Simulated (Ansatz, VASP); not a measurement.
**TiAl3: VASP beside Ansatz**

```
Ti Al
1.0
    -1.90777    1.85054    4.27700
     1.90777   -1.85054    4.27700
     1.90777    1.85054   -4.27700
Ti Al
1 3
Direct
  0.00000 0.00000 0.00000
  0.50000 0.50000 0.00000
  0.75000 0.25000 0.50000
  0.25000 0.75000 0.50000
```

Change from the starting cell: strain -0.0300 x Voigt [0, 1, 0, 0, 0, 0], atoms carried along.

Alike in both runs: task single point; functional PBEsol; k mesh 18 × 18 × 18; occupations gaussian, width 0.15 eV; no spin polarisation.

|  | VASP | Ansatz |
| --- | --- | --- |
| version | VASP 6.6.1 | Ansatz 0.2.0 |
| potentials or method | VASP PAW PBE potentials, release 64 (Ti_sv, Al), cutoff 520 eV | scalar-relativistic, plane waves, PAW |
| valence electrons in the cell | 21 | 21 |

VASP gave:

| Quantity | Value |
| --- | --- |
| gap on the k mesh at the Fermi level (eV) | none |
| pressure (GPa) | 3.8 |
| traceless stress, the component that is largest in VASP (GPa) | 2.74 |
| rms of the force components (eV/Å) | 0.008 |

Q: Estimate Ansatz's values.

A: gap on the k mesh at the Fermi level (eV): none; pressure (GPa): 3.7; traceless stress, the component that is largest in VASP (GPa): 2.73; rms of the force components (eV/Å): 0.008.

VASP's potentials were made for PBE, not for PBEsol. Atom by atom the forces differ by 0.000 eV/Å (rms over components). A gap of «none» marks a metal or a gap that the smearing closes. With one functional, cell and mesh, what is left measures potentials, basis and numerics.
